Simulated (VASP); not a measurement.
Set up this calculation in VASP 6.6.1, as the native input.

```
Task                   : single point
Functional             : PBE
Potentials or basis    : VASP PAW PBE potentials, release 64 (Mo_sv)
Cutoff                 : 520 eV
k mesh                 : 15 × 15 × 15
Occupations            : gaussian, width 0.2 eV
Spin                   : no spin polarisation
Dipole correction      : no
Further INCAR settings : ALGO = Normal; EDIFF = 1e-06; NBANDS = 13
```

The structure of Mo lies in POSCAR:

```
Mo
1.0
   -1.5734150000      1.5734150000      1.5734150000
    1.5734150000     -1.5734150000      1.5734150000
    1.5734150000      1.5734150000     -1.5734150000
Mo
1
Direct
    0.0000000000      0.0000000000      0.0000000000
```

The input as run:

INCAR

```
SYSTEM = Mo
  ALGO = Normal
  EDIFF = 1E-6
  ENCUT = 520
  GGA = PE
  ISIF = 2
  ISMEAR = 0
  LASPH = .TRUE.
  LCHARG = .FALSE.
  LREAL = .FALSE.
  LWAVE = .FALSE.
  NBANDS = 13
  NELM = 80
  PREC = Accurate
  SIGMA = 0.2
```

KPOINTS

```
k-points
0
G
  15 15 15
  0 0 0
```

Potentials or basis: VASP PAW PBE potentials, release 64 (Mo_sv).

Command:

```console
$ cat potpaw_PBE.64/Mo_sv/POTCAR > POTCAR
$ mpirun -np 1 vasp_std > vasp.out
```

It gave:

```
Pressure               : 4.3 GPa
Band gap on the k mesh : zero (band 7 reaches 16.35 eV, above the bottom of band 8 at 11.27 eV)
```

It took 8.2 s on 1 thread of AMD EPYC 9R45 96-Core Processor (Zen 5) (shared host), peak memory 0.11 GiB.
